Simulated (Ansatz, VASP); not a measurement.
## Al9H in VASP and in Ansatz

File INCAR:

```
SYSTEM = Al9H
PREC = Accurate
ENCUT = 520
EDIFF = 1E-6
ISMEAR = 0
SIGMA = 0.1
LREAL = Auto
LASPH = .True.
NELM = 60
ALGO = Normal
ISIF = 2
LWAVE = .False.
LCHARG = .False.
LDIPOL = .True.
IDIPOL = 3
DIPOL = 0.5 0.5 0.300
GGA = PE
NBANDS = 44
```

The input KPOINTS:

```
Automatic mesh
0
Gamma
  5 3 1
  0 0 0
```

The input POSCAR:

```
Al9H
1.0
    5.7070863106      0.0000000000      0.0000000000
   -1.4267715776      9.7014842380      0.0000000000
    0.0000000000      0.0000000000     22.7903703519
Al H
18 2
Direct
    0.2662216041      0.0648864163      0.1755127248
    0.7662216041      0.0648864163      0.1755127248
    0.3354806058      0.3419224231      0.2192029854
    0.8354806058      0.3419224231      0.2192029854
    0.1493324061      0.5973296244      0.2279410375
    0.6493324061      0.5973296244      0.2279410375
    0.4631842064      0.8527368258      0.2366790896
    0.9631842065      0.8527368258      0.2366790896
    0.0319772093      0.1277109169      0.2808262502
    0.5319772093      0.1277109169      0.2808262502
    0.0997917601      0.4042231294      0.3301071124
    0.5997917601      0.4042231294      0.3301071124
    0.4144000537      0.6596656514      0.3369822081
    0.9144000537      0.6596656514      0.3369822081
    0.2263076916      0.9110819252      0.3449259130
    0.7263076916      0.9110819252      0.3449259130
    0.2962427243      0.1814072004      0.3857054631
    0.7962427243      0.1814072004      0.3857054631
    0.6062643800      0.3863895871      0.4616147166
    0.6062643800      0.4628746302      0.4616147166
```

Input for Ansatz:

```yaml
crystal:
  lattice:
    - [5.7070863106, 0.0, 0.0]
    - [-1.4267715776, 9.701484238, 0.0]
    - [0.0, 0.0, 22.7903703519]
  atoms:
    - { symbol: Al, position: [0.2662216041, 0.0648864163, 0.1755127248] }
    - { symbol: Al, position: [0.7662216041, 0.0648864163, 0.1755127248] }
    - { symbol: Al, position: [0.3354806058, 0.3419224231, 0.2192029854] }
    - { symbol: Al, position: [0.8354806058, 0.3419224231, 0.2192029854] }
    - { symbol: Al, position: [0.1493324061, 0.5973296244, 0.2279410375] }
    - { symbol: Al, position: [0.6493324061, 0.5973296244, 0.2279410375] }
    - { symbol: Al, position: [0.4631842064, 0.8527368258, 0.2366790896] }
    - { symbol: Al, position: [0.9631842065, 0.8527368258, 0.2366790896] }
    - { symbol: Al, position: [0.0319772093, 0.1277109169, 0.2808262502] }
    - { symbol: Al, position: [0.5319772093, 0.1277109169, 0.2808262502] }
    - { symbol: Al, position: [0.0997917601, 0.4042231294, 0.3301071124] }
    - { symbol: Al, position: [0.5997917601, 0.4042231294, 0.3301071124] }
    - { symbol: Al, position: [0.4144000537, 0.6596656514, 0.3369822081] }
    - { symbol: Al, position: [0.9144000537, 0.6596656514, 0.3369822081] }
    - { symbol: Al, position: [0.2263076916, 0.9110819252, 0.344925913] }
    - { symbol: Al, position: [0.7263076916, 0.9110819252, 0.344925913] }
    - { symbol: Al, position: [0.2962427243, 0.1814072004, 0.3857054631] }
    - { symbol: Al, position: [0.7962427243, 0.1814072004, 0.3857054631] }
    - { symbol: H, position: [0.60626438, 0.3863895871, 0.4616147166] }
    - { symbol: H, position: [0.60626438, 0.4628746302, 0.4616147166] }
basis:
  ecutwfc: 420
kpoints:
  mp_grid: { grid: [5, 3, 1] }
hamiltonian:
  xc: pbe
  pseudopotentials: { kind: paw, azcp: { folder: soft_1 } }
scf:
  occupations: { method: gaussian, width: 0.1 }
output:
  forces: true
  eigenvalues: true
efield:
  axis: 3
  dipole_correction: true
  ramp_width: 0.04
```

Alike in both runs: task single point; functional PBE; k mesh 5 × 3 × 1; occupations gaussian, width 0.1 eV; no spin polarisation.

|  | VASP | Ansatz |
| --- | --- | --- |
| version | VASP 6.6.1 | Ansatz 0.2.0 |
| potentials or method | VASP PAW PBE potentials, release 64 (Al, H), cutoff 520 eV | scalar-relativistic, plane waves, PAW |
| valence electrons in the cell | 56 | 56 |

```csv
,VASP,Ansatz,Ansatz less VASP
gap on the k mesh at the Fermi level (eV),none,none,-
rms of the force components (eV/Å),0.062,0.064,+0.0024
```

Atom by atom the forces differ by 0.005 eV/Å (rms over components). A gap of «none» marks a metal or a gap that the smearing closes.
